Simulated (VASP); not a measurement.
Input of a VASP 6.6.1 run:

INCAR

```
SYSTEM = CdS
PREC = Accurate
ENCUT = 520
EDIFF = 1E-6
ISMEAR = 0
SIGMA = 0.018000000000000002
LREAL = .False.
LASPH = .True.
NELM = 100
ALGO = Normal
ISIF = 2
LWAVE = .False.
LCHARG = .False.
GGA = PE
NBANDS = 16
```

KPOINTS

```
Automatic mesh
0
Gamma
  8 8 8
  0 0 0
```

Contents of POSCAR:

```
CdS
1.0
    0.0000000000      2.9165000000      2.9165000000
    2.9165000000      0.0000000000      2.9165000000
    2.9165000000      2.9165000000      0.0000000000
Cd S
1 1
Direct
    0.0000000000      0.0000000000      0.0000000000
    0.7500000000      0.7500000000      0.7500000000
```

Potentials or basis: VASP PAW PBE potentials, release 64 (Cd, S).

Run with:

```bash
$ cat potpaw_PBE.64/Cd/POTCAR potpaw_PBE.64/S/POTCAR > POTCAR
$ mpirun -np 1 vasp_std > vasp.out
```

**Question.** Predict the band gap on the k mesh.

**Answer.** 1.15 eV, direct.

**Question.** Estimate the pressure.

**Answer.** 3.2 GPa.

Expect the measured gap to be larger: semilocal functionals such as PBE lack the derivative discontinuity.
